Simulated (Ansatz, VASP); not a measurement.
**BaF2: VASP beside Ansatz**

```
Ba F
1.0
     0.00000    2.99281    2.99281
     2.99281    0.00000    2.99281
     2.99281    2.99281    0.00000
Ba F
1 2
Direct
  0.00000 0.00000 0.00000
  0.25000 0.25000 0.25000
  0.75000 0.75000 0.75000
```

Alike in both runs: task single point; functional PBE; k mesh 6 × 6 × 6; occupations gaussian, width 0.1 eV; no spin polarisation.

```csv
,VASP,Ansatz
version,VASP 6.6.1,Ansatz 0.2.0
potentials or method,"VASP PAW PBE potentials, release 64 (Ba_sv, F), cutoff 600 eV","scalar-relativistic, plane waves, PAW"
valence electrons in the cell,24,24
```

Ansatz gave:

| Property | Result |
| --- | --- |
| gap on the k mesh at the Fermi level (eV) | 7.33 |
| least direct gap on the mesh (eV) | 7.48 |
| pressure (GPa) | 9.4 |

Question: What did VASP give for the same quantities?

Answer: gap on the k mesh at the Fermi level (eV): 7.25; least direct gap on the mesh (eV): 7.37; pressure (GPa): 11.0.

Neither program's run includes spin-orbit coupling.
